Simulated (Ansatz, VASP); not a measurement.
Cd3HgSe4 in VASP and in Ansatz

```
CELL_PARAMETERS angstrom
-3.11110 3.11110 6.22333
3.11110 -3.11110 6.22333
3.11110 3.11110 -6.22333
ATOMIC_POSITIONS crystal
Cd 0.50000 0.50000 0.00000
Cd 0.25000 0.75000 0.50000
Cd 0.75000 0.25000 0.50000
Hg 0.00000 0.00000 0.00000
Se 0.87389 0.87389 0.49582
Se 0.37807 0.37807 0.50418
Se 0.12611 0.62193 0.00000
Se 0.62193 0.12611 0.00000
```

Alike in both runs: functional PBE; k mesh 4 × 4 × 4; occupations gaussian, width 0.1 eV; no spin polarisation.

Ansatz relaxed the structure, and its values are those at the end. VASP's run is a single point on that final structure, the one shown.

```csv
,VASP,Ansatz
version,VASP 6.6.1,Ansatz 0.2.0
potentials or method,"VASP PAW PBE potentials, release 64 (Cd, Hg, Se), cutoff 520 eV","scalar-relativistic, plane waves, PAW"
valence electrons in the cell,72,144
```

|  | VASP | Ansatz | Ansatz less VASP |
| --- | --- | --- | --- |
| gap on the k mesh at the Fermi level (eV) | 0.10 | 0.10 | +0.002 |
| least direct gap on the mesh (eV) | 0.10 | 0.10 | +0.002 |
| pressure (GPa) | 0.0 | -0.2 | -0.23 |
| rms of the force components (eV/Å) | 0.007 | 0.006 | -0.0004 |

VASP's potentials hold 72 valence electrons a cell and Ansatz's 144, so a difference there can come from the potentials and not from the codes.

Spin-orbit coupling is off throughout.
